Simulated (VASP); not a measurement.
AlCu: single point with PBEsol

Crystal: AlCu.

```
Al Cu
1.0
     3.07540    0.00000    0.00000
     0.00000    3.07540    0.00000
     0.00000    0.00000    3.07540
Al Cu
1 1
Direct
  0.00000 0.00000 0.00000
  0.50000 0.50000 0.50000
```

```yaml
Program: VASP 6.6.1
Task: single point
Functional: PBEsol
Potentials_or_basis: VASP PAW PBE potentials, release 64 (Al, Cu)
Cutoff: 520 eV
k_mesh: 10 × 10 × 10
Occupations: methfessel-paxton, width 0.1 eV
Spin: no spin polarisation
```

* Pressure: -10.0 GPa
* Band gap on the k mesh: zero (band 7 reaches 11.69 eV, above the bottom of band 8 at 7.22 eV)

Levels at points of the mesh, in eV from the Fermi level:
| k point | band 5 | band 6 | band 7 | band 8 | band 9 | band 10 |
| --- | --- | --- | --- | --- | --- | --- |
| (0.00, 0.00, 0.00) | -3.64 | -3.64 | 3.61 | 3.61 | 3.61 | 6.17 |
| (0.50, 0.00, 0.00) | -4.03 | -3.59 | -2.99 | 7.13 | 7.76 | 7.76 |
| (0.50, 0.50, 0.00) | -3.45 | -3.45 | -3.31 | -0.86 | -0.37 | 9.39 |
| (0.50, 0.50, 0.50) | -3.29 | 0.87 | 0.87 | 0.87 | 1.27 | 2.00 |

It took 11 s on 1 thread of Intel(R) Xeon(R) 6975P-C (Granite Rapids), on a shared host, peak memory 0.14 GiB.

Caveat: the PAW data sets were made with another functional, which shifts forces and pressure a little.
